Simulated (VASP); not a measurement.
# Pd (Fd-3m) in VASP: relaxation of cell and atoms with PBE

Aim: the relaxation of cell and atoms of Pd with PBE.

All numbers are computed with VASP 6.6.1; they aren't measurements. Logs are shortened: lines on timing, memory, paths and dates and some standing lists are left out, and cuts for length are marked.

## Step 1: The cell of the first run

Symmetry: Fd-3m, No. 227, cubic system. The conventional cell has a = 5.350 Å, b = 5.350 Å, c = 5.350 Å, α = 90.00°, β = 90.00°, γ = 90.00°. Pd (site symmetry -43m) has 4 Pd at 2.32 Å within 3.1 Å.

This isn't the form of Pd at room conditions, which is fcc.

## Step 2: Relaxation of cell and atoms, PBE

INCAR reads:

```
PREC = Accurate ; ENCUT = 500
EDIFF = 1E-7 ; ISMEAR = -1
SIGMA = 0.05 ; LREAL = F
LASPH = T ; NELM = 120
ALGO = Normal ; ISIF = 3
LWAVE = F ; LCHARG = F
GGA = PE ; IBRION = 2
NSW = 80 ; EDIFFG = -0.01
GGA_COMPAT = F ; NELMIN = 4
```

KPOINTS reads:

```
Automatic mesh
0
Gamma
  7 7 7
```

POSCAR reads:

```
Pd
1.0
    0.0000000000      2.6750000000      2.6750000000
    2.6750000000      0.0000000000      2.6750000000
    2.6750000000      2.6750000000      0.0000000000
Pd
2
Direct
    1.0000000000      1.0000000000      1.0000000000
    0.2500000000      0.2500000000      0.2500000000
```

Potentials or basis: VASP PAW PBE potentials, release 64 (Pd).

On the command line:

```bash
cat potpaw_PBE.64/Pd/POTCAR > POTCAR
mpirun -np 1 vasp_std > vasp.out
```

OUTCAR:

```text
PREC = Accurate
   ENCUT = 500
   EDIFF = 1E-7
   ISMEAR = -1
   LREAL = F
   LASPH = T
   NELM = 120
   ISIF = 3
   GGA = PE
   IBRION = 2
   NSW = 80
   EDIFFG = -0.01
   NELMIN = 4

 ion  position               nearest neighbor table
   1  0.000  0.000  0.000-   2 2.32   2 2.32   2 2.32   2 2.32
   2  0.250  0.250  0.250-   1 2.32   1 2.32   1 2.32   1 2.32

  LATTYP: Found a face centered cubic cell.
 ALAT       =     5.3500000000

  Lattice vectors:

 A1 = (   0.0000000000,   2.6750000000,   2.6750000000)
 A2 = (   2.6750000000,   0.0000000000,   2.6750000000)
 A3 = (   2.6750000000,   2.6750000000,   0.0000000000)

Analysis of symmetry for initial positions (statically):
=====================================================================
 Subroutine PRICEL returns:
 Original cell was already a primitive cell.

 Routine SETGRP: Setting up the symmetry group for a
 face centered cubic supercell.

 Subroutine GETGRP returns: Found 48 space group operations
 (whereof 24 operations were pure point group operations)
 out of a pool of 48 trial point group operations.

The static configuration has the point symmetry T_d .
 The point group associated with its full space group is O_h .

Analysis of symmetry for dynamics (positions and initial velocities):
=====================================================================
 Subroutine PRICEL returns:
 Original cell was already a primitive cell.

 Routine SETGRP: Setting up the symmetry group for a
 face centered cubic supercell.

 Subroutine GETGRP returns: Found 48 space group operations
 (whereof 24 operations were pure point group operations)
 out of a pool of 48 trial point group operations.

The dynamic configuration has the point symmetry T_d .
 The point group associated with its full space group is O_h .

 Subroutine INISYM returns: Found 48 space group operations
 (whereof 24 operations are pure point group operations),
 and found     1 'primitive' translations

----------------------------------------------------------------------------------------

                                     Primitive cell

  volume of cell :      38.2826

  direct lattice vectors                    reciprocal lattice vectors
     0.000000000  2.675000000  2.675000000    -0.186915888  0.186915888  0.186915888
     2.675000000  0.000000000  2.675000000     0.186915888 -0.186915888  0.186915888
     2.675000000  2.675000000  0.000000000     0.186915888  0.186915888 -0.186915888

  length of vectors
     3.783021279  3.783021279  3.783021279     0.323747814  0.323747814  0.323747814

  position of ions in fractional coordinates (direct lattice)
     0.000000000  0.000000000  0.000000000
     0.250000000  0.250000000  0.250000000

  ion indices of the primitive-cell ions
   primitive index   ion index
                 1           1
                 2           2

----------------------------------------------------------------------------------------

 KPOINTS: Automatic mesh

Automatic generation of k-mesh.
 Grid dimensions read from file:
 generate k-points for:    7    7    7

 Generating k-lattice:

  Cartesian coordinates                     Fractional coordinates (reciprocal lattice)
    -0.026702270  0.026702270  0.026702270     0.142857143  0.000000000  0.000000000
     0.026702270 -0.026702270  0.026702270     0.000000000  0.142857143  0.000000000
     0.026702270  0.026702270 -0.026702270     0.000000000  0.000000000  0.142857143

  Length of vectors
     0.046249688  0.046249688  0.046249688

  Shift w.r.t. Gamma in fractional coordinates (k-lattice)
     0.000000000  0.000000000  0.000000000

 Subroutine IBZKPT returns following result:
 ===========================================

 Found     20 irreducible k-points:

 Following reciprocal coordinates:
            Coordinates               Weight
  0.000000  0.000000  0.000000      1.000000
  0.142857  0.000000  0.000000      8.000000
  0.285714  0.000000  0.000000      8.000000
  0.428571  0.000000  0.000000      8.000000
  0.142857  0.142857  0.000000      6.000000
  0.285714  0.142857  0.000000     24.000000
[... 12 lines left out ...]
 -0.428571  0.428571  0.142857     24.000000
 -0.285714  0.428571  0.142857     24.000000
   k-points           NKPTS =     20   k-points in BZ     NKDIM =     20   number of bands    NBANDS=     14
   number of dos      NEDOS =    301   number of ions     NIONS =      2
   total plane-waves  NPLWV =  21952
   dimension x,y,z NGX =    28 NGY =   28 NGZ =   28
   dimension x,y,z NGXF=    56 NGYF=   56 NGZF=   56
   ions per type =               2
   NGX,Y,Z   is equivalent  to a cutoff of  12.30, 12.30, 12.30 a.u.
   NGXF,Y,Z  is equivalent  to a cutoff of  24.61, 24.61, 24.61 a.u.
 SYSTEM =  unknown system
   PREC   = accura    normal or accurate (medium, high low for compatibility)
   ISTART =      0    job   : 0-new  1-cont  2-samecut
   ICHARG =      2    charge: 1-file 2-atom 10-const
   ISPIN  =      1    spin polarized calculation?
   LNONCOLLINEAR =      F non collinear calculations
   LSORBIT =      F    spin-orbit coupling
   LASPH  =      T    aspherical Exc in radial PAW
   ENCUT  =  500.0 eV  36.75 Ry    6.06 a.u.   6.90  6.90  6.90*2*pi/ulx,y,z
   NELM   =    120;   NELMIN=  4; NELMDL= -5     # of ELM steps
   EDIFF  = 0.1E-06   stopping-criterion for ELM
   LREAL  =      F    real-space projection
   EDIFFG = -.1E-01   stopping-criterion for IOM
   NSW    =     80    number of steps for IOM
   IBRION =      2    ionic relax: 0-MD 1-quasi-New 2-CG
   NFREE  =      1    steps in history (QN), initial steepest desc. (CG)
   ISIF   =      3    stress and relaxation
   ISYM   =      2    0-nonsym 1-usesym 2-fastsym
   POTIM  = 0.5000    time-step for ionic-motion
   TEBEG  =    0.0;   TEEND  =   0.0 temperature during run
   PSTRESS=    0.0 pullay stress
   NELECT =      20.0000    total number of electrons
   NUPDOWN=      -1.0000    fix difference up-down
   EMIN   =  10.00;   EMAX   =-10.00  energy-range for DOS
   EFERMI =   0.00;   METHOD = LEGACY
   ISMEAR =    -1;   SIGMA  =   0.05  broadening in eV -4-tet -1-fermi 0-gaus
   EFERMI_NEDOS =   21; number of points for ismear=-14 and -15
   IALGO  =     38    algorithm
   IMIX   =      4    mixing-type and parameters
     AMIX     =   0.40;   BMIX     =  1.00
     AMIX_MAG =   1.60;   BMIX_MAG =  1.00
  volume/ion in A,a.u.               =      19.14       129.17
  Fermi-wavevector in a.u.,A,eV,Ry     =   1.318513  2.491628 23.653405  1.738476
  Thomas-Fermi vector in A             =   2.448477
   LORBIT       =      0    0 simple, 1 ext, 2 COOP (PROOUT), +10 PAW based schemes
   GGA     = PE    functional components
   LHFCALC =     F    Hartree Fock is set to
   AEXX    =    0.0000 exact exchange contribution
   IVDW    =     0    specifies the selected vdW correction
   LEPSILON=     F    determine dielectric tensor
   LRPA    =     F    only Hartree local field effects (RPA)
 conjugate gradient relaxation of ions
 non-spin polarized calculation
  energy-cutoff  :      500.00
  volume of cell :       38.28
 maximum number of plane-waves:       984
   NGX = 13   NGY = 13   NGZ = 13

--------------------------------------- Ionic step        1  -------------------------------------------

 number of electron      20.0000009 magnetization

 Free energy of the ion-electron system (eV)
  ---------------------------------------------------
  ext. energy  EPLUGINS =         0.00000000
  ---------------------------------------------------
  free energy    TOTEN  =        -7.39809135 eV

  energy without entropy =       -7.34957249  energy(sigma->0) =       -7.37383192

 E-fermi :   6.7698     XC(G=0): -11.2897

 val. band max:        6.6990185133   @ k =  -0.4286   0.4286   0.1429
 cond. band min:       6.7719406089   @ k =   0.4286   0.1429   0.0000
 fundamental gap:      0.0729220956
 Fermi energy:         6.7698417241

 k-point     1 :       0.0000    0.0000    0.0000
  band No.  band energies     occupation
      1       0.9248      2.00000
      2       2.0479      2.00000
      3       2.0479      2.00000
      4       2.3773      2.00000
      5       2.3773      2.00000
      6       2.3773      2.00000
      7       4.9054      2.00000
      8       4.9054      2.00000
      9       4.9054      2.00000
     10       6.6201      1.90468
     11       6.6201      1.90468
     12      20.0886      0.00000
     13      20.1629      0.00000
     14      20.1629      0.00000
[... 762 lines left out ...]
 POSITION                                       TOTAL-FORCE (eV/Angst)
 -----------------------------------------------------------------------------------
      0.00000      0.00000      0.00000         0.000000      0.000000      0.000000
      1.45330      1.45330      1.45330        -0.000000     -0.000000     -0.000000
 -----------------------------------------------------------------------------------
    total drift:                                0.000000      0.000000      0.000000

  FREE ENERGIE OF THE ION-ELECTRON SYSTEM (eV)
  ---------------------------------------------------
  free  energy   TOTEN  =        -8.1831049238 eV

  energy  without entropy=       -8.1206371908  energy(sigma->0) =       -8.15187106

--------------------------------------- Ionic step        4  -------------------------------------------

 number of electron      19.9999985 magnetization

 Free energy of the ion-electron system (eV)
  ---------------------------------------------------
  ext. energy  EPLUGINS =         0.00000000
  ---------------------------------------------------
  free energy    TOTEN  =        -8.18339859 eV

  energy without entropy =       -8.12110307  energy(sigma->0) =       -8.15225083

 E-fermi :   3.9466     XC(G=0):  -9.9178

 val. band max:        3.9460195346   @ k =  -0.2857   0.2857   0.0000
 cond. band min:       3.9530834297   @ k =  -0.2857   0.2857   0.0000
 fundamental gap:      0.0070638951
 Fermi energy:         3.9465843276

 k-point     1 :       0.0000    0.0000    0.0000
  band No.  band energies     occupation
      1      -0.5322      2.00000
      2       0.6656      2.00000
      3       0.6656      2.00000
      4       0.7906      2.00000
      5       0.7906      2.00000
      6       0.7906      2.00000
      7       2.6484      2.00000
      8       2.6484      2.00000
      9       2.6484      2.00000
     10       3.7853      1.92357
     11       3.7853      1.92357
     12      15.5058      0.00000
     13      15.5058      0.00000
     14      15.5058      0.00000
[... 343 lines left out ...]
 POSITION                                       TOTAL-FORCE (eV/Angst)
 -----------------------------------------------------------------------------------
      0.00000      0.00000      0.00000        -0.000000     -0.000000     -0.000000
      1.45098      1.45098      1.45098         0.000000      0.000000      0.000000
 -----------------------------------------------------------------------------------
    total drift:                                0.000000      0.000000      0.000000

  FREE ENERGIE OF THE ION-ELECTRON SYSTEM (eV)
  ---------------------------------------------------
  free  energy   TOTEN  =        -8.1833985925 eV

  energy  without entropy=       -8.1211030660  energy(sigma->0) =       -8.15225083

 reached required accuracy - stopping structural energy minimisation
```

It took 40 s on 1 thread of Intel Xeon 6975P-C (Granite Rapids), shared host; peak memory 0.15 GiB.

Results:

| Quantity | Value |
| --- | --- |
| Free energy | -8.1834 eV |
| Relaxed volume | 24.44 Å³/atom |
| Relaxed cell | a = 4.104 Å, b = 4.104 Å, c = 4.104 Å, α = 60.00°, β = 60.00°, γ = 60.00° |
| Space group after relaxing (to 0.1 Å) | Fd-3m (No. 227) |
| Energy gained by relaxing | 392.7 meV/atom |
| Ionic steps | 4 |
| Pressure after relaxing | 0.0 GPa |
| Band gap on the k mesh | zero (bands 10 and 11 overlap by 0.38 eV) |

The path:
```
step  energy change (eV)  largest force (eV/Å)  pressure (GPa)  volume (Å³)
   1              0.0000                0.0000           29.98        38.28
   2             -0.3319                0.0000           -8.73        61.75
   3             -0.7850                0.0000           -0.35        49.11
   4             -0.7853                0.0000           -0.04        48.88
```

Final structure:
```yaml
crystal:
  lattice:
    - [0.00000, 2.90196, 2.90196]
    - [2.90196, 0.00000, 2.90196]
    - [2.90196, 2.90196, 0.00000]
  atoms:
    - { symbol: Pd, position: [0.00000, 0.00000, 0.00000] }
    - { symbol: Pd, position: [0.25000, 0.25000, 0.25000] }
```

Caveat: the volume moved by over 15 % at a fixed basis, so the end points are rough.
